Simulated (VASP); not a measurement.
Runs of VASP 6.6.1 on Al. The structure is that of space group P6_3/mmc (No. 194), or close to it. The cells are those of the table. 

```tsv
task	level	potentials or basis	cell	k mesh	cutoff (eV)	gap on the mesh (eV)	pressure (GPa)
single point	LDA	VASP PAW LDA potentials, release 64 (Al)	a = 2.789, b = 2.789, c = 9.062 Å, angles 90.0, 90.0, 120.0°, 4 atoms	11 × 11 × 3	520	none	3.7
single point	PBEsol	VASP PAW PBE potentials, release 64 (Al)	a = 2.827, b = 2.827, c = 9.186 Å, angles 90.0, 90.0, 120.0°, 4 atoms	6 × 6 × 2	520	none	2.0
single point	PBEsol	VASP PAW PBE potentials, release 64 (Al)	a = 2.827, b = 2.827, c = 9.186 Å, angles 90.0, 90.0, 120.0°, 4 atoms	9 × 9 × 3	520	none	(b)
single point	r2SCAN	VASP PAW PBE potentials, release 64 (Al)	a = 2.827, b = 2.827, c = 9.186 Å, angles 90.0, 90.0, 120.0°, 4 atoms	11 × 11 × 3	520	none	0.1
single point	r2SCAN	VASP PAW PBE potentials, release 64 (Al)	a = 2.789, b = 2.789, c = 9.062 Å, angles 90.0, 90.0, 120.0°, 4 atoms	11 × 11 × 3	520	none	(a)
single point	PBEsol	VASP PAW PBE potentials, release 64 (Al)	a = 2.827, b = 2.827, c = 9.186 Å, angles 90.0, 90.0, 120.0°, 4 atoms	11 × 11 × 3	520	none	2.0
single point	LDA	VASP PAW LDA potentials, release 64 (Al)	a = 2.769, b = 2.769, c = 8.998 Å, angles 90.0, 90.0, 120.0°, 4 atoms	11 × 11 × 3	520	none	5.9
relaxation of cell and atoms	PBEsol	VASP PAW PBE potentials, release 64 (Al)	relaxed to 20 GPa from a = 2.827, b = 2.827, c = 9.186 Å, angles 90.0, 90.0, 120.0°, 4 atoms	11 × 11 × 3	600	none	20.1
single point	r2SCAN	VASP PAW PBE potentials, release 64 (Al)	a = 2.846, b = 2.846, c = 9.247 Å, angles 90.0, 90.0, 120.0°, 4 atoms	11 × 11 × 3	520	none	-1.6
single point	LDA	VASP PAW LDA potentials, release 64 (Al)	a = 2.808, b = 2.808, c = 9.124 Å, angles 90.0, 90.0, 120.0°, 4 atoms	11 × 11 × 3	520	none	1.8
relaxation of cell and atoms	PBEsol	VASP PAW PBE potentials, release 64 (Al)	relaxed to 5 GPa from a = 2.827, b = 2.827, c = 9.186 Å, angles 90.0, 90.0, 120.0°, 4 atoms	11 × 11 × 3	600	none	4.9
single point	LDA	VASP PAW LDA potentials, release 64 (Al)	a = 2.827, b = 2.827, c = 9.186 Å, angles 90.0, 90.0, 120.0°, 4 atoms	11 × 11 × 3	520	none	0.1
```

Alike in all rows: no spin polarisation; smearing fermi-dirac 0.05 eV.

Problem. Estimate the missing entries.

Solution. (a) 4.2; (b) 1.7.

Caveats: some runs use coarse meshes; the PAW data sets were made with another functional, which shifts forces and pressure a little (some runs); the cell is relaxed towards a set pressure, so the enthalpy falls and the energy may rise (some runs).

A gap of «none» marks levels without a gap at the run's occupations.
